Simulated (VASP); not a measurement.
# C (R-3m) in VASP: further runs, part 2 of 2

VASP 6.6.1. Earlier steps stand in the parts before.

### Step 3. Single point, PBE

This run uses another cell than the first one, of 5.81 Å³/atom.

File INCAR:

```
SYSTEM = C
PREC     = Accurate       ! precision mode
ENCUT    = 520            ! plane-wave cutoff, eV
EDIFF    = 1E-6           ! SCF threshold, eV
ISMEAR   = 0              ! smearing method
SIGMA    = 0.05           ! smearing width, eV
LREAL    = .FALSE.        ! projectors in reciprocal space
LASPH    = .TRUE.         ! aspherical terms in the spheres
NELM     = 100            ! most SCF steps
ALGO     = Normal         ! electronic algorithm
ISIF     = 2              ! what is computed and relaxed
LWAVE    = .FALSE.        ! write WAVECAR
LCHARG   = .FALSE.        ! write CHGCAR
GGA      = PE             ! functional
NBANDS   = 31             ! bands
```

File KPOINTS:

```
regular mesh
0
G
  12 12 12
  0 0 0
```

File POSCAR:

```
C
1.0
    1.2724000000      0.7346204825     10.3670139469
   -1.2724000000      0.7346204825     10.3670139469
    0.0000000000     -1.4692409650     10.3670139469
C
10
Direct
    0.0248257000      0.0248257000      0.0248257000
    0.9751743000      0.9751743000      0.9751743000
    0.1086810650      0.1086810650      0.1086810650
    0.8913189350      0.8913189350      0.8913189350
    0.1583663742      0.1583663742      0.1583663742
    0.8416336258      0.8416336258      0.8416336258
    0.3748589682      0.3748589682      0.3748589682
    0.6251410318      0.6251410318      0.6251410318
    0.4253192967      0.4253192967      0.4253192967
    0.5746807033      0.5746807033      0.5746807033
```

Potentials or basis: VASP PAW PBE potentials, release 64 (C).

Command:

```console
> cat potpaw_PBE.64/C/POTCAR > POTCAR
> mpirun -np 1 vasp_std > vasp.out
```

Wall time 48 min (1 thread of Intel Xeon Platinum 8488C (Sapphire Rapids), shared host); peak memory 0.96 GiB.

It converged, with:

| Property | Result |
| --- | --- |
| Free energy | -90.8189 eV |
| Pressure | -7.7 GPa |
| Largest force | 0.034 eV/Å |
| Band gap on the k mesh | 4.35 eV (least direct gap 5.18 eV) |

Forces on the atoms (eV/Å):
```
C    0.000  0.000  0.014
C    0.000  0.000 -0.014
C    0.000  0.000 -0.013
C    0.000  0.000  0.013
C    0.000  0.000  0.031
C    0.000  0.000 -0.031
C    0.000  0.000 -0.034
C    0.000  0.000  0.034
C    0.000  0.000  0.034
C    0.000  0.000 -0.034
```

Stress tensor (GPa, compression positive):
```
-11.47   0.00   0.00
  0.00 -11.47   0.00
  0.00   0.00  -0.19
```

Levels at points of the mesh, in eV from the valence-band top:
```csv
k point,band 16,band 17,band 18,band 19,band 20,band 21,band 22,band 23,band 24,band 25
"(0.00, 0.00, 0.00)",-1.31,-1.31,-0.18,0.00,0.00,5.18,5.18,5.65,6.63,6.63
"(0.50, 0.00, 0.00)",-4.69,-4.36,-4.31,-3.46,-2.82,4.65,4.66,6.29,6.30,6.49
"(0.50, 0.50, 0.00)",-5.32,-4.07,-4.00,-3.31,-3.30,4.43,5.32,5.38,5.54,7.08
"(0.50, 0.50, 0.50)",-1.74,-0.48,-0.48,-0.43,-0.43,5.68,5.68,5.78,5.78,6.35
```

Caveat: the cell stands under tension.

### Step 4. Single point, PBE

This run uses another cell than the first one, of 5.61 Å³/atom.

File INCAR:

```
  ALGO = Normal
  EDIFF = 1E-7
  ENCUT = 520
  GGA = PE
  ISIF = 2
  ISMEAR = 0
  LASPH = True
  LCHARG = False
  LREAL = False
  LWAVE = False
  NBANDS = 31
  NELM = 100
  PREC = Accurate
  SIGMA = 0.05
```

File KPOINTS:

```
k-points
0
Gamma
  12 12 12
```

POSCAR: that of step 3 with these lines changed.

```diff
@@ -2,5 +2,5 @@
 1.0
-    1.2724000000      0.7346204825     10.3670139469
-   -1.2724000000      0.7346204825     10.3670139469
-    0.0000000000     -1.4692409650     10.3670139469
+    1.2850000000      0.7418950959      9.8141000000
+   -1.2850000000      0.7418950959      9.8141000000
+    0.0000000000     -1.4837901918      9.8141000000
 C
```

Command:

```console
> cat potpaw_PBE.64/C/POTCAR > POTCAR
> mpirun -np 1 vasp_std > vasp.out
```

Run time: 53 min. Hardware: 1 thread of Intel Xeon Platinum 8375C at 2.90GHz (Ice Lake), shared host; peak memory 1 GiB.

It converged, with:

```
Free energy            : -90.0009 eV
Pressure               : 11.1 GPa
Largest force          : 0.699 eV/Å
Band gap on the k mesh : 3.57 eV (least direct gap 4.48 eV)
```

Forces in eV/Å, atoms in the order of the input:
```
C    0.000  0.000  0.473
C    0.000  0.000 -0.473
C    0.000  0.000 -0.459
C    0.000  0.000  0.459
C    0.000  0.000  0.699
C    0.000  0.000 -0.699
C    0.000  0.000 -0.627
C    0.000  0.000  0.627
C    0.000  0.000  0.632
C    0.000  0.000 -0.632
```

Stress tensor (GPa, compression positive):
```
-21.44   0.00   0.00
  0.00 -21.44   0.00
  0.00   0.00  76.04
```

Levels at points of the mesh, in eV from the valence-band top:
| k point | band 17 | band 18 | band 19 | band 20 | band 21 | band 22 | band 23 | band 24 |
| --- | --- | --- | --- | --- | --- | --- | --- | --- |
| (0.00, 0.00, 0.00) | -1.75 | -0.40 | 0.00 | 0.00 | 4.48 | 4.48 | 6.26 | 6.26 |
| (0.50, 0.00, 0.00) | -4.67 | -4.61 | -3.51 | -2.64 | 3.83 | 3.87 | 5.96 | 6.18 |
| (0.50, 0.50, 0.00) | -4.10 | -4.08 | -3.31 | -3.29 | 3.57 | 4.63 | 4.78 | 6.50 |
| (0.50, 0.50, 0.50) | -0.67 | -0.67 | -0.62 | -0.62 | 5.15 | 5.15 | 5.29 | 5.29 |

Caveat: the cell stands under pressure. As with any semilocal functional, this PBE gap is likely too small.

### Step 5. The runs side by side

```tsv
cell	gap on the mesh (eV)	pressure (GPa)	largest force (eV/Å)
a = 10.748 Å, angles 13.9°, 10 atoms	4.24	-31.2	0.05
a = 10.471 Å, angles 14.0°, 10 atoms	4.35	-7.7	0.03
a = 9.926 Å, angles 14.9°, 10 atoms	3.57	11.1	0.70
```

Alike in all rows: task single point; level PBE; potentials or basis VASP PAW PBE potentials, release 64 (C); no spin polarisation; k mesh 12 × 12 × 12; cutoff (eV) 520; smearing gaussian 0.05 eV.

Caveats: the cell stands under tension (at least some runs); the cell stands under pressure (at least some runs).

Absolute energies hang on the potentials; compare differences alone.
